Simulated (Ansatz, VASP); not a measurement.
One calculation of TeOs, two programs

```
CELL_PARAMETERS angstrom
0.00000 2.73307 2.73307
2.73307 0.00000 2.73307
2.73307 2.73307 0.00000
ATOMIC_POSITIONS crystal
Os 0.50000 0.50000 0.50000
Te 0.00000 0.00000 0.00000
```

Alike in both runs: task single point; functional r2SCAN; k mesh 10 × 10 × 10; occupations gaussian, width 0.05 eV; collinear spin.

|  | VASP | Ansatz |
| --- | --- | --- |
| version | VASP 6.6.1 | Ansatz 0.2.0 |
| potentials or method | VASP PAW PBE potentials, release 64 (Os, Te), cutoff 520 eV | scalar-relativistic, plane waves, PAW |
| valence electrons in the cell | 14 | 32 |

Ansatz gave:

```
gap on the k mesh at the Fermi level (eV)                     : none
pressure (GPa)                                                : -2.6
net moment per atom (μB)                                      : 0.08
size of the moment on the site where the two differ most (μB) : 0.13
```

Problem. What did VASP give for the same quantities?

Solution. gap on the k mesh at the Fermi level (eV): none; pressure (GPa): -2.4; net moment per atom (μB): 0.00; size of the moment on the site where the two differ most (μB): 0.00.

VASP's potentials were made for PBE, not for r2SCAN. Site moments also hang on the region over which each program counts them. A gap of «none» marks a metal or a gap that the smearing closes. With one functional, cell and mesh, what is left measures potentials, basis and numerics. VASP's potentials hold 14 valence electrons a cell and Ansatz's 32, so a difference there can come from the potentials and not from the codes.

Spin-orbit coupling is off throughout.
